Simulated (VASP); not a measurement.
A run of VASP 6.6.1:

The input POSCAR:

```
TiRh
1.0
    3.0421477613      0.0000000000      0.0000000000
    0.0000000000      3.0421477613      0.0000000000
    0.0000000000      0.0000000000      3.0421477613
Ti Rh
1 1
Direct
    0.5000000000      0.5000000000      0.5000000000
    0.0000000000      0.0000000000      0.0000000000
```

INCAR.step1

```
  PREC = Accurate
  ENCUT = 550
  ISMEAR = -1
  SIGMA = 0.05
  LREAL = F
  LASPH = T
  NELM = 120
  NBANDS = 20
  GGA = PE
  ALGO = Normal
  EDIFF = 1E-5
  LWAVE = T
  LCHARG = F
  GGA_COMPAT = F
```

INCAR.step2

```
  PREC = Accurate
  ENCUT = 550
  EDIFF = 1E-6
  ISMEAR = -1
  SIGMA = 0.05
  LREAL = F
  LASPH = T
  NELM = 120
  ALGO = Normal
  ISIF = 2
  LWAVE = F
  LCHARG = T
  METAGGA = R2SCAN
  LMIXTAU = T
  LELF = T
  LVHAR = T
  NBANDS = 20
  ISTART = 1
  GGA_COMPAT = F
```

KPOINTS

```
Automatic mesh
0
Gamma
  7 7 7
```

Potentials or basis: VASP PAW PBE potentials, release 64 (Ti_sv, Rh_pv).

Run with:

```console
$ cat potpaw_PBE.64/Ti_sv/POTCAR potpaw_PBE.64/Rh_pv/POTCAR > POTCAR
$ cp INCAR.step1 INCAR
$ mpirun -np 1 vasp_std > vasp.out
$ cp INCAR.step2 INCAR
$ mpirun -np 1 vasp_std > vasp.out
```

Hardware: 1 thread of Intel Xeon 8259CL, with other jobs on the host.

How long does it take, and how much memory?

Run time: 54 s on 1 thread of Intel Xeon 8259CL, with other jobs on the host, peak memory 0.15 GiB. Counts: k points 20.
